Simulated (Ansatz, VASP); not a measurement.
Given: the input of a run of Ansatz 0.2.0 on Pt.

File input.yaml:

```yaml
crystal:
  lattice:
    - [2.704309688, 0.0, 0.0]
    - [-1.352154844, 2.3420008895, 0.0]
    - [0.0, 0.0, 4.6943078975]
  atoms:
    - { symbol: Pt, position: [0.3333333333, 0.6666666667, 0.25] }
    - { symbol: Pt, position: [0.6666666667, 0.3333333333, 0.75] }
kpoints:
  mp_grid: { grid: [11, 11, 6] }
scf:
  occupations: { method: fermi_dirac, width: 0.05 }
hamiltonian:
  xc: lda
  pseudopotentials: { kind: all_electron, lapw: { basis_error: 0.001 } }
output:
  forces: true
  stress: true
  eigenvalues: true
```

Potentials or basis: all-electron LAPW, scalar-relativistic.

The run is started by

```bash
$ ansatz run input.yaml --threads 1 --pin off --max-ram 3072MiB --backend cpu --events-out ev --progress --plain --runs-dir out
```

Question: Set up the same calculation for VASP 6.6.1. Potentials there: VASP PAW LDA potentials, release 64 (Pt).

Answer: As run (the cutoff follows the program's own potentials):

The input INCAR:

```
PREC = Accurate
ENCUT = 520
EDIFF = 1E-7
ISMEAR = -1
SIGMA = 0.05
LREAL = False
LASPH = True
NELM = 80
ALGO = Normal
ISIF = 2
LWAVE = False
LCHARG = True
GGA = CA
LELF = True
LVHAR = True
NBANDS = 17
```

File KPOINTS:

```
regular mesh
0
Gamma
  11 11 6
```

Contents of POSCAR:

```
Pt
1.0
    2.7043096880      0.0000000000      0.0000000000
   -1.3521548440      2.3420008895      0.0000000000
    0.0000000000      0.0000000000      4.6943078975
Pt
2
Direct
    0.3333333333      0.6666666667      0.2500000000
    0.6666666667      0.3333333333      0.7500000000
```

Potentials or basis: VASP PAW LDA potentials, release 64 (Pt).

Run with:

```console
$ cat potpaw_LDA.64/Pt/POTCAR > POTCAR
$ mpirun -np 1 vasp_std > vasp.out
```

Both were run:

|  | VASP | Ansatz | Ansatz less VASP |
| --- | --- | --- | --- |
| gap on the k mesh at the Fermi level (eV) | none | none | - |
| pressure (GPa) | 1.0 | 0.2 | -0.76 |
| traceless stress, the component that is largest in VASP (GPa) | -2.41 | -2.07 | +0.341 |

LDA's correlation is that of Perdew and Zunger in VASP and of Perdew and Wang (1992) in Ansatz. A gap of «none» marks a metal or a gap that the smearing closes. Ansatz ran all-electron here, and VASP with PAW potentials.

Neither program's run includes spin-orbit coupling.
